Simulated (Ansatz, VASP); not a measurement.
Li2O: VASP beside Ansatz

INCAR

```
SYSTEM = Li2O
  PREC = Accurate
  ENCUT = 750
  EDIFF = 1E-6
  ISMEAR = 0
  SIGMA = 0.01
  LREAL = .FALSE.
  LASPH = .TRUE.
  NELM = 120
  ALGO = Normal
  ISIF = 2
  LWAVE = .FALSE.
  LCHARG = .FALSE.
  GGA = PS
  NBANDS = 13
  GGA_COMPAT = .FALSE.
```

File KPOINTS:

```
regular mesh
0
G
  8 8 8
  0 0 0
```

POSCAR

```
Li2O
1.0
    2.1867355597      2.1867355597      0.0000000000
   -2.1867355597      2.1867355597      0.0000000000
    0.0000000000      2.1867355597      2.1867355597
Li O
2 1
Direct
    0.2500000000      0.7500000000      0.5000000000
    0.7500000000      0.2500000000      0.5000000000
    0.0000000000      0.0000000000      0.0000000000
```

Input for Ansatz:

```yaml
crystal:
  lattice:
    - [2.18673555965, 2.18673555965, 0.0]
    - [-2.18673555965, 2.18673555965, 0.0]
    - [0.0, 2.18673555965, 2.18673555965]
  atoms:
    - { symbol: Li, position: [0.25, 0.75, 0.5] }
    - { symbol: Li, position: [0.75, 0.25, 0.5] }
    - { symbol: O, position: [0.0, 0.0, 0.0] }
kpoints:
  mp_grid: { grid: [8, 8, 8] }
scf:
  occupations: { method: fixed }
  convergence: { dr2_threshold: 1.0e-10 }
hamiltonian:
  xc: pbesol
  pseudopotentials: { kind: all_electron, lapw: { basis_error: 0.0005 } }
output:
  forces: true
  stress: true
  eigenstates:
    kpoints:
      - [0.0, 0.0, 0.0]
      - [-0.5, 0.5, 0.0]
      - [-0.5, -0.5, -0.5]
      - [0.0, 0.0, -0.5]
      - [0.0, -0.5, -0.5]
      - [0.0, 0.5, 0.0]
      - [-0.5, 0.0, 0.0]
      - [-0.5, 0.0, -0.5]
  eigenvalues: true
```

Alike in both runs: task single point; functional PBEsol; k mesh 8 × 8 × 8; no spin polarisation.

```csv
,VASP,Ansatz
version,VASP 6.6.1,Ansatz 0.2.0
potentials or method,"VASP PAW PBE potentials, release 64 (Li_sv, O), cutoff 750 eV","all-electron LAPW, scalar-relativistic"
occupations,"gaussian, width 0.01 eV",fixed
```

```csv
,VASP,Ansatz,Ansatz less VASP
gap on the k mesh at the Fermi level (eV),5.11,5.12,+0.013
pressure (GPa),15.5,14.9,-0.61
```

VASP's potentials were made for PBE, not for PBEsol. Ansatz ran all-electron here, and VASP with PAW potentials.
